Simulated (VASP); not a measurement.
GaP, 2 atoms in the cell. Symmetry: F-43m, No. 216, cubic system. Conventional cell: a = 5.391 Å, b = 5.391 Å, c = 5.391 Å, α = 90.00°, β = 90.00°, γ = 90.00°. Within 3.1 Å of Ga (site symmetry -43m) lie 4 P at 2.33 Å. P (site symmetry -43m) has 4 Ga at 2.33 Å within 3.1 Å. 

| Quantity | Value |
| --- | --- |
| Program | VASP 6.6.1 |
| Task | single point |
| Functional | LDA |
| Potentials or basis | VASP PAW LDA potentials, release 64 (Ga_d, P) |
| Cutoff | 520 eV |
| k mesh | 8 × 8 × 8 |
| Occupations | gaussian, width 0.02 eV |
| Spin | no spin polarisation |
| Dipole correction | no |
| Further INCAR settings | ALGO = Normal; EDIFF = 1e-06; NBANDS = 16 |

Potentials or basis: VASP PAW LDA potentials, release 64 (Ga_d, P).

The run is started by

```console
$ cat potpaw_LDA.64/Ga_d/POTCAR potpaw_LDA.64/P/POTCAR > POTCAR
$ mpirun -np 1 vasp_std > vasp.out
```

Hardware: 1 thread of Intel Xeon 8259CL, with other jobs on the host.

Task: Estimate the wall time of this run.

Result: It took 30 s on 1 thread of Intel Xeon 8259CL (shared host), peak memory 0.15 GiB. Counts: scf iterations 12, k points 29.
